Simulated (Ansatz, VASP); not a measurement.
## Two plane-wave programs on AlFe

```xyz
2
Lattice="2.8743 0.0000 0.0000 0.0000 2.8743 0.0000 0.0000 0.0000 2.8743" Properties=species:S:1:pos:R:3 pbc="T T T"
Al    0.0000    0.0000    0.0000
Fe    1.4372    1.4372    1.4372
```

Alike in both runs: task relaxation of cell and atoms; functional PBE; dispersion D3(BJ); k mesh 14 × 14 × 14; occupations gaussian, width 0.1 eV; collinear spin.

|  | VASP | Ansatz |
| --- | --- | --- |
| version | VASP 6.6.1 | Ansatz 0.2.0 |
| potentials or method | VASP PAW PBE potentials, release 64 (Al, Fe), cutoff 600 eV | scalar-relativistic, plane waves, PAW |
| valence electrons in the cell | 11 | 19 |

Ansatz gave:

| Property | Result |
| --- | --- |
| gap on the k mesh at the Fermi level, each at its own relaxed structure (eV) | none |
| net moment per atom (μB) | 0.33 |
| size of the moment on the site where the two differ most (μB) | 0.68 |
| relaxed volume (Å³/atom) | 11.50 |
| relaxed cell length with the largest relative difference (Å) | 2.844 |

Question: Estimate VASP's values.

Answer: gap on the k mesh at the Fermi level, each at its own relaxed structure (eV): none; net moment per atom (μB): 0.33; size of the moment on the site where the two differ most (μB): 0.69; relaxed volume (Å³/atom): 11.50; relaxed cell length with the largest relative difference (Å): 2.844.

Site moments also hang on the region over which each program counts them. A gap of «none» marks a metal or a gap that the smearing closes. VASP's potentials hold 11 valence electrons a cell and Ansatz's 19, so a difference there can come from the potentials and not from the codes.
